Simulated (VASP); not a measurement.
The system is Ta2B2O.

```
Ta B O
1.0
     4.29262    0.00000    0.00000
     0.00000    4.29262    0.00000
     0.00000    0.00000    3.19139
Ta B O
2 2 1
Cartesian
  0.0000 2.1463 1.5957
  2.1463 0.0000 1.5957
  2.1463 2.1463 2.3978
  2.1463 2.1463 0.7936
  0.0000 0.0000 0.0000
```

The cell was built from a structure type or drawn by symmetry, and may not be a known phase.

```yaml
Program: VASP 6.6.1
Task: relaxation of cell and atoms
Functional: PBE
Potentials_or_basis: VASP PAW PBE potentials, release 64 (Ta_pv, B, O)
Cutoff: 600 eV
k_mesh: 4 × 4 × 6
Occupations: gaussian, width 0.1 eV
Spin: no spin polarisation
```

At the start: pressure -1.0 GPa; volume 11.76 Å³/atom.

Question: Where does the relaxation end?

Answer: Over 13 steps the energy falls by 4.8 meV/atom and the volume is 11.75 Å³/atom (-0.1 %); space group P4/mmm (No. 123, to 0.1 Å) before and after.

Step by step:
| step | energy change (eV) | largest force (eV/Å) | pressure (GPa) | volume (Å³) |
| --- | --- | --- | --- | --- |
| 1 | 0.0000 | 0.4399 | -0.95 | 58.81 |
| 2 | 0.0075 | 1.2127 | 0.64 | 58.21 |
| 3 | -0.0078 | 0.2117 | -0.32 | 58.55 |
| 4 | -0.0119 | 0.0223 | 0.96 | 58.24 |
| 5 | -0.0121 | 0.0767 | 1.31 | 58.16 |
| 6 | -0.0161 | 0.0457 | 0.69 | 58.36 |
| 7 | -0.0219 | 0.3567 | -0.89 | 58.94 |
| 8 | -0.0220 | 0.2898 | -0.46 | 58.76 |
| 9 | -0.0223 | 0.3195 | -0.65 | 58.83 |
| 10 | -0.0232 | 0.1434 | -0.66 | 58.90 |
| 11 | -0.0232 | 0.1645 | -0.68 | 58.90 |
| 12 | -0.0237 | 0.0798 | -0.42 | 58.82 |
| 13 | -0.0240 | 0.0152 | -0.12 | 58.73 |

Final structure:
```
CELL_PARAMETERS angstrom
4.36019 0.00000 0.00000
0.00000 4.36019 0.00000
0.00000 0.00000 3.08903
ATOMIC_POSITIONS crystal
Ta 0.00000 0.50000 0.50000
Ta 0.50000 0.00000 0.50000
B 0.50000 0.50000 0.75010
B 0.50000 0.50000 0.24990
O 0.00000 0.00000 0.00000
```

Caveat: the k points lie up to 0.36 Å⁻¹ apart in the final cell, too coarse for converged energies and pressures of a metal.
